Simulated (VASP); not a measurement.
# BaTiO3 (Amm2) in VASP: notebook, part 2 of 2

VASP 6.6.1. The steps go on from the part before.

### 3 Single point, LDA+U

This run uses another cell than the first one, of 12.55 Å³/atom.

File INCAR:

```
PREC = Accurate
ENCUT = 910
EDIFF = 1E-6
ISMEAR = 0
SIGMA = 0.01
LREAL = False
LASPH = True
NELM = 200
ALGO = Normal
ISIF = 2
LWAVE = False
LCHARG = False
LMAXMIX = 4
LDAU = True
LDAUTYPE = 2
LDAUL = -1 2 -1
LDAUU = 0 2 0
LDAUJ = 0 0 0
LDAUPRINT = 1
GGA = CA
NBANDS = 28
GGA_COMPAT = False
```

File KPOINTS:

```
Automatic mesh
0
Gamma
  5 5 5
```

File POSCAR:

```
BaTiO3
1.0
    3.9520068199      0.0000000000      0.0000000000
    0.0000000000      2.8130593771      2.8212400460
    0.0000000000     -2.8130593771      2.8212400460
Ba Ti O
1 1 3
Direct
    0.0000000000      0.0000000000      0.0000000000
    0.5000000000      0.5124000000      0.5124000000
    0.0000000000      0.4874000000      0.4874000000
    0.5000000000      0.5052400000      0.9918400000
    0.5000000000      0.9918400000      0.5052400000
```

Potentials or basis: VASP PAW LDA potentials, release 64 (Ba_sv, Ti_sv, O_h).

On the command line:

```console
$ cat potpaw_LDA.64/Ba_sv/POTCAR potpaw_LDA.64/Ti_sv/POTCAR potpaw_LDA.64/O_h/POTCAR > POTCAR
$ mpirun -np 1 vasp_std > vasp.out
```

OUTCAR:

```text
PREC = Accurate
   ENCUT = 910
   EDIFF = 1E-6
   ISMEAR = 0
   LREAL = False
   LASPH = True
   NELM = 200
   ISIF = 2
   GGA = CA

 ion  position               nearest neighbor table
   1  0.000  0.000  0.000-   3 2.75   4 2.79   5 2.79   4 2.79   5 2.79   3 2.81   3 2.81   4 2.82
                             5 2.82   5 2.82   4 2.82   3 2.89   2 3.39   2 3.39   2 3.44   2 3.44
   2  0.500  0.512  0.512-   4 1.91   5 1.91   3 1.98   3 1.98   5 2.07   4 2.07   1 3.39   1 3.39
                             1 3.44   1 3.44   1 3.44   1 3.44   1 3.50   1 3.50
   3  0.000  0.487  0.487-   2 1.98   2 1.98   1 2.75   1 2.81   1 2.81   1 2.89
   4  0.500  0.505  0.992-   2 1.91   2 2.07   1 2.79   1 2.79   1 2.82   1 2.82
[... 990 lines left out ...]
  Total       -0.2751360     -0.1994726     -0.4887023      0.0000000      0.0000000      0.0000000
  in kB       -7.0273461     -5.0948016    -12.4821204      0.0000000      0.0000000      0.0000000
  external PRESSURE =      -8.2014227 kB  Pullay stress =       0.0000000 kB

 VOLUME and BASIS-vectors are now :
 -----------------------------------------------------------------------------
  energy-cutoff  :      910.00
  volume of cell :       62.73
      direct lattice vectors                 reciprocal lattice vectors
     3.952006820  0.000000000  0.000000000     0.253036001  0.000000000  0.000000000
     0.000000000  2.813059377  2.821240046     0.000000000  0.177742427  0.177227032
     0.000000000 -2.813059377  2.821240046     0.000000000 -0.177742427  0.177227032

 POSITION                                       TOTAL-FORCE (eV/Angst)
 -----------------------------------------------------------------------------------
      0.00000      0.00000      0.00000         0.000000      0.000000      0.172087
      1.97600      0.00000      2.89121         0.000000      0.000000     -0.210527
      0.00000      0.00000      2.75014         0.000000      0.000000      0.220504
      1.97600     -1.36883      4.22362         0.000000     -0.183257     -0.091032
      1.97600      1.36883      4.22362         0.000000      0.183257     -0.091032
 -----------------------------------------------------------------------------------
    total drift:                                0.000000      0.000000      0.001084

  FREE ENERGIE OF THE ION-ELECTRON SYSTEM (eV)
  ---------------------------------------------------
  free  energy   TOTEN  =       -42.7543198833 eV

  energy  without entropy=      -42.7543198833  energy(sigma->0) =      -42.75431988
```

It took 99 s on 1 thread of Intel Xeon Platinum 8259CL at 2.50GHz (Skylake/Cascade Lake), shared host; peak memory 0.27 GiB.

What came out:

```yaml
Free_energy: -42.7543 eV
Pressure: -0.8 GPa
Largest_force: 0.221 eV/Å
Band_gap_on_the_k_mesh: 2.17 eV (least direct gap 2.22 eV)
```

Forces in eV/Å, atoms in the order of the input:
```
Ba   0.000  0.000  0.172
Ti   0.000  0.000 -0.211
O    0.000  0.000  0.221
O    0.000 -0.183 -0.091
O    0.000  0.183 -0.091
```

Levels at points of the mesh, in eV from the valence-band top:
```csv
k point,band 17,band 18,band 19,band 20,band 21,band 22,band 23,band 24
"(0.00, 0.00, 0.00)",-1.02,-0.20,-0.10,-0.06,2.17,2.22,2.38,4.36
```

Eigenvalues of the final occupation matrices:
| site | spin | trace | eigenvalues |
| --- | --- | --- | --- |
| site 2 d | 1 | 0.86 | 0.12 0.12 0.12 0.25 0.25 |
| site 2 d | 2 | 0.86 | 0.12 0.12 0.12 0.25 0.25 |

Caveat: the cutoff is under 1.25 times the usual one of these potentials, so pressure, stress and relaxed cells hold a basis-set (Pulay) error; spin-orbit coupling is left out, which moves the levels of the heavy elements; an odd mesh through Γ misses points on the zone boundary, where band edges can lie.

### 4 Single point, LDA+U

This run uses another cell than the first one, of 12.87 Å³/atom.

File INCAR:

```
SYSTEM = BaTiO3
PREC = Accurate ; ENCUT = 910
EDIFF = 1E-6 ; ISMEAR = 0
SIGMA = 0.01 ; LREAL = .FALSE.
LASPH = .TRUE. ; NELM = 200
ALGO = Normal ; ISIF = 2
LWAVE = .FALSE. ; LCHARG = .FALSE.
LMAXMIX = 4 ; LDAU = .TRUE.
LDAUTYPE = 2 ; LDAUL = -1 2 -1
LDAUU = 0 2 0 ; LDAUJ = 0 0 0
LDAUPRINT = 1 ; GGA = CA
NBANDS = 28 ; GGA_COMPAT = .FALSE.
```

File KPOINTS:

```
Automatic mesh
0
G
  5 5 5
  0 0 0
```

Edit POSCAR of step 3 so:

```diff
@@ -2,5 +2,5 @@
 1.0
-    3.9520068199      0.0000000000      0.0000000000
-    0.0000000000      2.8130593771      2.8212400460
-    0.0000000000     -2.8130593771      2.8212400460
+    3.9855000000      0.0000000000      0.0000000000
+    0.0000000000      2.8369000000      2.8451500000
+    0.0000000000     -2.8369000000      2.8451500000
 Ba Ti O
```

On the command line:

```console
$ cat potpaw_LDA.64/Ba_sv/POTCAR potpaw_LDA.64/Ti_sv/POTCAR potpaw_LDA.64/O_h/POTCAR > POTCAR
$ mpirun -np 1 vasp_std > vasp.out
```

Wall time 2.8 min (1 thread of AMD EPYC 7R43 (Zen 3), shared host); peak memory 0.25 GiB.

Results (log left out):

```yaml
Free_energy: -42.7272 eV
Pressure: -5.3 GPa
Largest_force: 0.231 eV/Å
Band_gap_on_the_k_mesh: 2.11 eV (least direct gap 2.19 eV)
```

Forces in eV/Å, atoms in the order of the input:
```
Ba   0.000  0.000  0.168
Ti   0.000  0.000 -0.068
O    0.000  0.000  0.231
O    0.000 -0.085 -0.166
O    0.000  0.085 -0.166
```

Stress tensor (GPa, compression positive):
```
-5.14  0.00  0.00
 0.00 -5.03  0.00
 0.00  0.00 -5.64
```

Levels at points of the mesh, in eV from the valence-band top:
```tsv
k point	band 18	band 19	band 20	band 21	band 22	band 23
(0.00, 0.00, 0.00)	-0.22	-0.13	-0.09	2.11	2.16	2.31
```

Eigenvalues of the final occupation matrices:
```tsv
site	spin	trace	eigenvalues
site 2 d	1	0.85	0.12 0.12 0.12 0.24 0.25
site 2 d	2	0.85	0.12 0.12 0.12 0.24 0.25
```

Caveat: the cutoff is under 1.25 times the usual one of these potentials, so pressure, stress and relaxed cells hold a basis-set (Pulay) error; the cell stands under tension; spin-orbit coupling is left out, which moves the levels of the heavy elements; an odd mesh through Γ misses points on the zone boundary, where band edges can lie.

### 5 Single point, LDA+U

This run uses another cell than the first one, of 12.22 Å³/atom.

File INCAR:

```
SYSTEM = BaTiO3
ALGO = Normal
EDIFF = 1E-6
ENCUT = 910
GGA_COMPAT = .False.
ISIF = 2
ISMEAR = 0
LASPH = .True.
LCHARG = .True.
LDAU = .True.
LDAUJ = 0 0 0
LDAUL = -1 2 -1
LDAUPRINT = 1
LDAUTYPE = 2
LDAUU = 0 2 0
LELF = .True.
LMAXMIX = 4
LREAL = .False.
LVHAR = .True.
LWAVE = .False.
NBANDS = 28
NELM = 200
PREC = Accurate
SIGMA = 0.01
```

File KPOINTS:

```
k-points
0
Gamma
  5 5 5
  0 0 0
```

Edit POSCAR of step 4 so:

```diff
@@ -2,5 +2,5 @@
 1.0
-    3.9855000000      0.0000000000      0.0000000000
-    0.0000000000      2.8369000000      2.8451500000
-    0.0000000000     -2.8369000000      2.8451500000
+    3.9179361002      0.0000000000      0.0000000000
+    0.0000000000      2.7888076584      2.7969178009
+    0.0000000000     -2.7888076584      2.7969178009
 Ba Ti O
```

On the command line:

```console
$ cat potpaw_LDA.64/Ba_sv/POTCAR potpaw_LDA.64/Ti_sv/POTCAR potpaw_LDA.64/O_h/POTCAR > POTCAR
$ mpirun -np 1 vasp_std > vasp.out
```

Wall time 68 s (1 thread of Intel Xeon 6975P-C (Granite Rapids), shared host); peak memory 0.27 GiB.

The run converged. Its results:

- Free energy: -42.7333 eV
- Pressure: 4.3 GPa
- Largest force: 0.363 eV/Å
- Band gap on the k mesh: 2.22 eV (least direct gap 2.25 eV)

Forces in eV/Å, atoms in the order of the input:
```
Ba   0.000  0.000  0.177
Ti   0.000  0.000 -0.363
O    0.000  0.000  0.208
O    0.000 -0.290 -0.011
O    0.000  0.290 -0.011
```

Stress tensor (GPa, compression positive):
```
4.47 0.00 0.00
0.00 4.66 0.00
0.00 0.00 3.92
```

Levels at points of the mesh, in eV from the valence-band top:
```tsv
k point	band 16	band 17	band 18	band 19	band 20	band 21	band 22	band 23	band 24	band 25
(0.00, 0.00, 0.00)	-1.11	-1.06	-0.17	-0.07	-0.02	2.22	2.28	2.45	4.54	4.61
```

Eigenvalues of the final occupation matrices:
```
    site  spin  trace               eigenvalues
site 2 d     1   0.88  0.12 0.12 0.12 0.25 0.26
site 2 d     2   0.88  0.12 0.12 0.12 0.25 0.26
```

Caveat: the cutoff is under 1.25 times the usual one of these potentials, so pressure, stress and relaxed cells hold a basis-set (Pulay) error; the cell stands under pressure; spin-orbit coupling is left out, which moves the levels of the heavy elements; an odd mesh through Γ misses points on the zone boundary, where band edges can lie.

### 6 The runs side by side

```tsv
cell	gap on the mesh (eV)	pressure (GPa)	largest force (eV/Å)
a = 3.848, b = 3.879, c = 3.879 Å, angles 89.8, 90.0, 90.0°, 5 atoms	2.29	17.1	0.70
a = 3.952, b = 3.984, c = 3.984 Å, angles 89.8, 90.0, 90.0°, 5 atoms	2.17	-0.8	0.22
a = 3.986, b = 4.018, c = 4.018 Å, angles 89.8, 90.0, 90.0°, 5 atoms	2.11	-5.3	0.23
a = 3.918, b = 3.950, c = 3.950 Å, angles 89.8, 90.0, 90.0°, 5 atoms	2.22	4.3	0.36
```

Alike in all rows: task single point; level LDA+U; potentials or basis VASP PAW LDA potentials, release 64 (Ba_sv, Ti_sv, O_h); no spin polarisation; Ti d U = 2.0 eV; k mesh 5 × 5 × 5; cutoff (eV) 910; smearing gaussian 0.01 eV.

Caveats: the cutoff is under 1.25 times the usual one of these potentials, so pressure, stress and relaxed cells hold a basis-set (Pulay) error; spin-orbit coupling is left out, which moves the levels of the heavy elements; an odd mesh through Γ misses points on the zone boundary, where band edges can lie; the cell stands under pressure (at least some runs); the cell stands under tension (at least some runs).

Total energies depend on the potentials used, so only differences within one code and one set of settings carry meaning.
